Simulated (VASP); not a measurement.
# Al3GaN4 (P-43m) in VASP: a series of runs

Runs on Al3GaN4. Level: PBEsol. Tasks: single point, relaxation of cell and atoms.

Program: VASP 6.6.1. These are calculated values, not measurements. Logs are shortened: lines on timing, memory, paths and dates and some standing lists are left out, and cuts for length are marked.

## (1) The cell of the first run

Symmetry: P-43m, No. 215, cubic system. The conventional cell has a = 4.407 Å, b = 4.407 Å, c = 4.407 Å, α = 90.00°, β = 90.00°, γ = 90.00°. Al (site symmetry -42m) has 4 N at 1.90 Å within 2.5 Å. Ga (site symmetry -43m) has 4 N at 1.95 Å within 2.6 Å. N (site symmetry 3m) has 3 Al at 1.90 Å and 1 Ga at 1.95 Å within 2.5 Å.

## (2) Single point, PBEsol

File INCAR:

```
SYSTEM = Al3GaN4
PREC = Accurate
ENCUT = 520
EDIFF = 1E-6
ISMEAR = 0
SIGMA = 0.02
LREAL = .FALSE.
LASPH = .TRUE.
NELM = 100
ALGO = Normal
ISIF = 2
LWAVE = .FALSE.
LCHARG = .TRUE.
GGA = PS
LELF = .TRUE.
LVHAR = .TRUE.
NBANDS = 31
```

File KPOINTS:

```
regular mesh
0
G
  6 6 6
  0 0 0
```

File POSCAR:

```
Al3GaN4
1.0
    4.4071184415      0.0000000000      0.0000000000
    0.0000000000      4.4071184415      0.0000000000
    0.0000000000      0.0000000000      4.4071184415
Al Ga N
3 1 4
Direct
    0.5000000000      0.5000000000      0.0000000000
    0.5000000000      0.0000000000      0.5000000000
    0.0000000000      0.5000000000      0.5000000000
    0.0000000000      0.0000000000      0.0000000000
    0.7447140287      0.7447140287      0.2552859713
    0.7447140287      0.2552859713      0.7447140287
    0.2552859713      0.7447140287      0.7447140287
    0.2552859713      0.2552859713      0.2552859713
```

Potentials or basis: VASP PAW PBE potentials, release 64 (Al, Ga_d, N).

Launch:

```bash
$ cat potpaw_PBE.64/Al/POTCAR potpaw_PBE.64/Ga_d/POTCAR potpaw_PBE.64/N/POTCAR > POTCAR
$ mpirun -np 1 vasp_std > vasp.out
```

OUTCAR:

```text
SYSTEM = Al3GaN4
   PREC = Accurate
   ENCUT = 520
   EDIFF = 1E-6
   ISMEAR = 0
   LREAL = .FALSE.
   LASPH = .TRUE.
   NELM = 100
   ISIF = 2
   GGA = PS

 ion  position               nearest neighbor table
   1  0.500  0.500  0.000-   5 1.90   6 1.90   7 1.90   8 1.90   3 3.12   4 3.12   2 3.12   2 3.12
                             3 3.12   2 3.12   4 3.12   2 3.12   3 3.12   4 3.12   3 3.12   4 3.12
   2  0.500  0.000  0.500-   5 1.90   6 1.90   7 1.90   8 1.90   3 3.12   4 3.12   1 3.12   1 3.12
                             4 3.12   1 3.12   3 3.12   1 3.12   3 3.12   4 3.12   4 3.12   3 3.12
   3  0.000  0.500  0.500-   5 1.90   6 1.90   7 1.90   8 1.90   2 3.12   4 3.12   1 3.12   1 3.12
                             4 3.12   2 3.12   4 3.12   4 3.12   1 3.12   2 3.12   1 3.12   2 3.12
   4  0.000  0.000  0.000-   5 1.95   6 1.95   7 1.95   8 1.95   2 3.12   3 3.12   1 3.12   2 3.12
                             3 3.12   1 3.12   3 3.12   3 3.12   1 3.12   2 3.12   2 3.12   1 3.12
   5  0.745  0.745  0.255-   1 1.90   2 1.90   3 1.90   4 1.95
   6  0.745  0.255  0.745-   1 1.90   2 1.90   3 1.90   4 1.95
   7  0.255  0.745  0.745-   1 1.90   2 1.90   3 1.90   4 1.95
   8  0.255  0.255  0.255-   1 1.90   2 1.90   3 1.90   4 1.95

  LATTYP: Found a simple cubic cell.
 ALAT       =     4.4071184415

  Lattice vectors:

 A1 = (   4.4071184415,   0.0000000000,   0.0000000000)
 A2 = (   0.0000000000,   4.4071184415,   0.0000000000)
 A3 = (   0.0000000000,   0.0000000000,   4.4071184415)

Analysis of symmetry for initial positions (statically):
=====================================================================
 Subroutine PRICEL returns:
 Original cell was already a primitive cell.

 Routine SETGRP: Setting up the symmetry group for a
 simple cubic supercell.

 Subroutine GETGRP returns: Found 24 space group operations
 (whereof 24 operations were pure point group operations)
 out of a pool of 48 trial point group operations.

The static configuration has the point symmetry T_d .

Analysis of symmetry for dynamics (positions and initial velocities):
=====================================================================
 Subroutine PRICEL returns:
 Original cell was already a primitive cell.

 Routine SETGRP: Setting up the symmetry group for a
 simple cubic supercell.

 Subroutine GETGRP returns: Found 24 space group operations
 (whereof 24 operations were pure point group operations)
 out of a pool of 48 trial point group operations.

The dynamic configuration has the point symmetry T_d .

 Subroutine INISYM returns: Found 24 space group operations
 (whereof 24 operations are pure point group operations),
 and found     1 'primitive' translations

----------------------------------------------------------------------------------------

                                     Primitive cell

  volume of cell :      85.5981

  direct lattice vectors                    reciprocal lattice vectors
     4.407118441  0.000000000  0.000000000     0.226905633  0.000000000  0.000000000
     0.000000000  4.407118441  0.000000000     0.000000000  0.226905633  0.000000000
     0.000000000  0.000000000  4.407118441     0.000000000  0.000000000  0.226905633

  length of vectors
     4.407118441  4.407118441  4.407118441     0.226905633  0.226905633  0.226905633

  position of ions in fractional coordinates (direct lattice)
     0.500000000  0.500000000  0.000000000
     0.500000000  0.000000000  0.500000000
     0.000000000  0.500000000  0.500000000
     0.000000000  0.000000000  0.000000000
     0.744714029  0.744714029  0.255285971
     0.744714029  0.255285971  0.744714029
     0.255285971  0.744714029  0.744714029
     0.255285971  0.255285971  0.255285971

  ion indices of the primitive-cell ions
   primitive index   ion index
                 1           1
                 2           2
                 3           3
                 4           4
                 5           5
                 6           6
                 7           7
                 8           8

----------------------------------------------------------------------------------------

 KPOINTS: regular mesh

Automatic generation of k-mesh.
 Grid dimensions read from file:
 generate k-points for:    6    6    6

 Generating k-lattice:

  Cartesian coordinates                     Fractional coordinates (reciprocal lattice)
     0.037817606  0.000000000  0.000000000     0.166666667  0.000000000  0.000000000
     0.000000000  0.037817606  0.000000000     0.000000000  0.166666667  0.000000000
     0.000000000  0.000000000  0.037817606     0.000000000  0.000000000  0.166666667

  Length of vectors
     0.037817606  0.037817606  0.037817606

  Shift w.r.t. Gamma in fractional coordinates (k-lattice)
     0.000000000  0.000000000  0.000000000

 Subroutine IBZKPT returns following result:
 ===========================================

 Found     20 irreducible k-points:

 Following reciprocal coordinates:
            Coordinates               Weight
  0.000000  0.000000  0.000000      1.000000
  0.166667  0.000000  0.000000      6.000000
  0.333333  0.000000  0.000000      6.000000
  0.500000  0.000000  0.000000      3.000000
  0.166667  0.166667  0.000000     12.000000
  0.333333  0.166667  0.000000     24.000000
[... 12 lines left out ...]
  0.500000  0.500000  0.333333      6.000000
  0.500000  0.500000  0.500000      1.000000
   k-points           NKPTS =     20   k-points in BZ     NKDIM =     20   number of bands    NBANDS=     31
   number of dos      NEDOS =    301   number of ions     NIONS =      8
   total plane-waves  NPLWV =  46656
   dimension x,y,z NGX =    36 NGY =   36 NGZ =   36
   dimension x,y,z NGXF=    72 NGYF=   72 NGZF=   72
   ions per type =               3   1   4
   NGX,Y,Z   is equivalent  to a cutoff of  13.58, 13.58, 13.58 a.u.
   NGXF,Y,Z  is equivalent  to a cutoff of  27.16, 27.16, 27.16 a.u.
 SYSTEM =  Al3GaN4
   PREC   = accura    normal or accurate (medium, high low for compatibility)
   ISTART =      0    job   : 0-new  1-cont  2-samecut
   ICHARG =      2    charge: 1-file 2-atom 10-const
   ISPIN  =      1    spin polarized calculation?
   LNONCOLLINEAR =      F non collinear calculations
   LSORBIT =      F    spin-orbit coupling
   LASPH  =      T    aspherical Exc in radial PAW
   ENCUT  =  520.0 eV  38.22 Ry    6.18 a.u.   8.19  8.19  8.19*2*pi/ulx,y,z
   NELM   =    100;   NELMIN=  2; NELMDL= -5     # of ELM steps
   EDIFF  = 0.1E-05   stopping-criterion for ELM
   LREAL  =      F    real-space projection
   EDIFFG = 0.1E-04   stopping-criterion for IOM
   NSW    =      0    number of steps for IOM
   IBRION =     -1    ionic relax: 0-MD 1-quasi-New 2-CG
   NFREE  =      0    steps in history (QN), initial steepest desc. (CG)
   ISIF   =      2    stress and relaxation
   ISYM   =      2    0-nonsym 1-usesym 2-fastsym
   POTIM  = 0.5000    time-step for ionic-motion
   TEBEG  =    0.0;   TEEND  =   0.0 temperature during run
   PSTRESS=    0.0 pullay stress
   NELECT =      42.0000    total number of electrons
   NUPDOWN=      -1.0000    fix difference up-down
   EMIN   =  10.00;   EMAX   =-10.00  energy-range for DOS
   EFERMI =   0.00;   METHOD = LEGACY
   ISMEAR =     0;   SIGMA  =   0.02  broadening in eV -4-tet -1-fermi 0-gaus
   EFERMI_NEDOS =   21; number of points for ismear=-14 and -15
   IALGO  =     38    algorithm
   IMIX   =      4    mixing-type and parameters
     AMIX     =   0.40;   BMIX     =  1.00
     AMIX_MAG =   1.60;   BMIX_MAG =  1.00
  volume/ion in A,a.u.               =      10.70        72.21
  Fermi-wavevector in a.u.,A,eV,Ry     =   1.291229  2.440069 22.684610  1.667272
  Thomas-Fermi vector in A             =   2.423012
   LORBIT       =      0    0 simple, 1 ext, 2 COOP (PROOUT), +10 PAW based schemes
   GGA     = PS    functional components
   LHFCALC =     F    Hartree Fock is set to
   AEXX    =    0.0000 exact exchange contribution
   IVDW    =     0    specifies the selected vdW correction
   LEPSILON=     F    determine dielectric tensor
   LRPA    =     F    only Hartree local field effects (RPA)
 non-spin polarized calculation
 Gauss-broadening in eV      SIGMA  =   0.02
  energy-cutoff  :      520.00
  volume of cell :       85.60
 maximum number of plane-waves:      2325
 NGX is ok and might be reduce to    36
   NGX = 17   NGY = 17   NGZ = 17

 number of electron      41.9999989 magnetization

 Free energy of the ion-electron system (eV)
  ---------------------------------------------------
  ext. energy  EPLUGINS =         0.00000000
  ---------------------------------------------------
  free energy    TOTEN  =       -59.95109886 eV

  energy without entropy =      -59.95109886  energy(sigma->0) =      -59.95109886

 E-fermi :   5.7470     XC(G=0): -11.3278

 val. band max:        5.6171402795   @ k =   0.0000   0.0000   0.0000
 cond. band min:       8.9329032549   @ k =   0.0000   0.0000   0.0000
 fundamental gap:      3.3157629754
 Fermi energy:         5.7469615650

 k-point     1 :       0.0000    0.0000    0.0000
  band No.  band energies     occupation
      1      -9.5382      2.00000
      2      -7.7800      2.00000
      3      -7.7800      2.00000
      4      -7.7800      2.00000
      5      -6.9925      2.00000
      6      -6.9925      2.00000
[... 23 lines left out ...]
     30      17.4510      0.00000
     31      17.4510      0.00000

 k-point     2 :       0.1667    0.0000    0.0000
  band No.  band energies     occupation
      1      -9.4103      2.00000
      2      -7.8381      2.00000
      3      -7.7871      2.00000
      4      -7.7871      2.00000
      5      -6.9911      2.00000
      6      -6.9877      2.00000
[... 23 lines left out ...]
     30      17.6444      0.00000
     31      17.6444      0.00000

 k-point     3 :       0.3333    0.0000    0.0000
  band No.  band energies     occupation
      1      -9.0516      2.00000
      2      -8.0678      2.00000
      3      -7.8010      2.00000
      4      -7.8010      2.00000
      5      -6.9882      2.00000
      6      -6.9741      2.00000
[... 567 lines left out ...]
     30      16.4931      0.00000
     31      16.5633      0.00000

 k-point    20 :       0.5000    0.5000    0.5000
  band No.  band energies     occupation
      1      -8.1320      2.00000
      2      -8.1320      2.00000
      3      -8.1320      2.00000
      4      -7.5855      2.00000
      5      -6.9543      2.00000
      6      -6.9543      2.00000
[... 23 lines left out ...]
     30      16.2657      0.00000
     31      16.3328      0.00000

------------------------ aborting loop because EDIFF is reached ----------------------------------------

  FORCE on cell =-STRESS in cart. coord.  units (eV):
  Direction    XX          YY          ZZ          XY          YZ          ZX
  --------------------------------------------------------------------------------------
  -------------------------------------------------------------------------------------
  Total       -0.0369744     -0.0369744     -0.0369744     -0.0000000     -0.0000000     -0.0000000
  in kB       -0.6920664     -0.6920664     -0.6920664     -0.0000000     -0.0000000     -0.0000000
  external PRESSURE =      -0.6920664 kB  Pullay stress =       0.0000000 kB

 VOLUME and BASIS-vectors are now :
 -----------------------------------------------------------------------------
  energy-cutoff  :      520.00
  volume of cell :       85.60
      direct lattice vectors                 reciprocal lattice vectors
     4.407118441  0.000000000  0.000000000     0.226905633  0.000000000  0.000000000
     0.000000000  4.407118441  0.000000000     0.000000000  0.226905633  0.000000000
     0.000000000  0.000000000  4.407118441     0.000000000  0.000000000  0.226905633

 POSITION                                       TOTAL-FORCE (eV/Angst)
 -----------------------------------------------------------------------------------
      2.20356      2.20356      0.00000         0.000000     -0.000000      0.000000
      2.20356      0.00000      2.20356         0.000000     -0.000000      0.000000
      0.00000      2.20356      2.20356        -0.000000     -0.000000      0.000000
      0.00000      0.00000      0.00000         0.000000     -0.000000      0.000000
      3.28204      3.28204      1.12508         0.004012      0.004012     -0.004012
      3.28204      1.12508      3.28204         0.004012     -0.004012      0.004012
      1.12508      3.28204      3.28204        -0.004012      0.004012      0.004012
      1.12508      1.12508      1.12508        -0.004012     -0.004012     -0.004012
 -----------------------------------------------------------------------------------
    total drift:                                0.000000      0.000000      0.000000

  FREE ENERGIE OF THE ION-ELECTRON SYSTEM (eV)
  ---------------------------------------------------
  free  energy   TOTEN  =       -59.9510988586 eV

  energy  without entropy=      -59.9510988586  energy(sigma->0) =      -59.95109886
```

Wall time 71 s (1 thread of Intel Xeon 8259CL, shared host); peak memory 0.22 GiB.

Results:

```yaml
Free_energy: -59.9511 eV
Pressure: -0.1 GPa
Largest_force: 0.007 eV/Å
Band_gap_on_the_k_mesh: 3.32 eV
```

Forces on the atoms (eV/Å):
```
Al   0.000  0.000  0.000
Al   0.000  0.000  0.000
Al   0.000  0.000  0.000
Ga   0.000  0.000  0.000
N    0.004  0.004 -0.004
N    0.004 -0.004  0.004
N   -0.004  0.004  0.004
N   -0.004 -0.004 -0.004
```

Levels at points of the mesh, in eV from the valence-band top:
```
           k point  band 19  band 20  band 21  band 22  band 23  band 24
(0.00, 0.00, 0.00)     0.00     0.00     0.00     3.32     3.32     3.32
(0.50, 0.00, 0.00)    -1.21    -0.94    -0.94     5.52     5.58     6.05
(0.50, 0.50, 0.00)    -0.55    -0.54    -0.54     7.29     7.47     7.47
(0.50, 0.50, 0.50)    -0.38    -0.38    -0.38     5.46     6.91     6.91
```

Caveat: the PAW data sets were made with another functional, which shifts forces and pressure a little. A k mesh can miss the band edges.

## (3) Single point, PBEsol

File INCAR:

```
PREC     = Accurate       # precision mode
ENCUT    = 520            # plane-wave cutoff, eV
EDIFF    = 1E-7           # SCF threshold, eV
ISMEAR   = 0              # smearing method
SIGMA    = 0.05           # smearing width, eV
LREAL    = False          # projectors in reciprocal space
LASPH    = True           # aspherical terms in the spheres
NELM     = 100            # most SCF steps
ALGO     = Normal         # electronic algorithm
ISIF     = 2              # what is computed and relaxed
LWAVE    = False          # write WAVECAR
LCHARG   = False          # write CHGCAR
GGA      = PS             # functional
NBANDS   = 31             # bands
```

File KPOINTS:

```
regular mesh
0
Gamma
  6 6 6
```

POSCAR is that of step 2.

Potentials or basis: VASP PAW PBE potentials, release 64 (Al, Ga_d, N).

Launch:

```bash
$ cat potpaw_PBE.64/Al/POTCAR potpaw_PBE.64/Ga_d/POTCAR potpaw_PBE.64/N/POTCAR > POTCAR
$ mpirun -np 1 vasp_std > vasp.out
```

It took 1.7 min on 1 thread of Intel Xeon 8259CL, shared host; peak memory 0.22 GiB.

It converged, with:

```yaml
Free_energy: -59.9511 eV
Pressure: -0.1 GPa
Largest_force: 0.007 eV/Å
Band_gap_on_the_k_mesh: 3.32 eV
```

Forces on the atoms (eV/Å):
```
Al   0.000  0.000  0.000
Al   0.000  0.000  0.000
Al   0.000  0.000  0.000
Ga   0.000  0.000  0.000
N    0.004  0.004 -0.004
N    0.004 -0.004  0.004
N   -0.004  0.004  0.004
N   -0.004 -0.004 -0.004
```

Levels at points of the mesh, in eV from the valence-band top:
```tsv
k point	band 17	band 18	band 19	band 20	band 21	band 22	band 23	band 24	band 25	band 26
(0.00, 0.00, 0.00)	-1.98	-1.98	0.00	0.00	0.00	3.32	3.32	3.32	3.43	6.92
(0.50, 0.00, 0.00)	-2.64	-1.21	-1.21	-0.94	-0.94	5.52	5.58	6.05	6.05	8.45
(0.50, 0.50, 0.00)	-2.57	-0.83	-0.55	-0.54	-0.54	7.29	7.47	7.47	7.73	7.93
(0.50, 0.50, 0.50)	-0.59	-0.59	-0.38	-0.38	-0.38	5.46	6.92	6.92	6.92	9.36
```

Caveat: the PAW data sets were made with another functional, which shifts forces and pressure a little.

(Continued in part 2 of 2.)
